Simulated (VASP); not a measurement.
Input of a VASP 6.6.1 run:

The input INCAR:

```
SYSTEM = GaAs
PREC = Accurate ; ENCUT = 520
EDIFF = 1E-6 ; ISMEAR = -1
SIGMA = 0.02 ; LREAL = .FALSE.
LASPH = .TRUE. ; NELM = 100
ALGO = Normal ; ISIF = 2
LWAVE = .FALSE. ; LCHARG = .TRUE.
GGA = CA ; LELF = .TRUE.
LVHAR = .TRUE. ; NBANDS = 26
```

The input KPOINTS:

```
Automatic mesh
0
G
  7 5 7
  0 0 0
```

Contents of POSCAR:

```
GaAs
1.0
   -2.8015228648      2.8015228648      0.0000000000
    0.0000000000      0.0000000000      5.6030457296
    2.8015228648      2.8015228648      0.0000000000
Ga As
2 2
Direct
    0.0000000000      0.0000000000      0.0000000000
    0.5000000000      0.5000000000      0.5000000000
    0.0000000000      0.2500000000      0.5000000000
    0.5000000000      0.7500000000      0.0000000000
```

Potentials or basis: VASP PAW LDA potentials, release 64 (Ga_d, As).

Command:

```sh
$ cat potpaw_LDA.64/Ga_d/POTCAR potpaw_LDA.64/As/POTCAR > POTCAR
$ mpirun -np 1 vasp_std > vasp.out
```

Q: Predict the pressure.

A: 0.4 GPa.

Q: What does it give for the band gap on the k mesh?

A: 0.54 eV.

Caveat: an odd mesh through Γ misses points on the zone boundary, where band edges can lie.
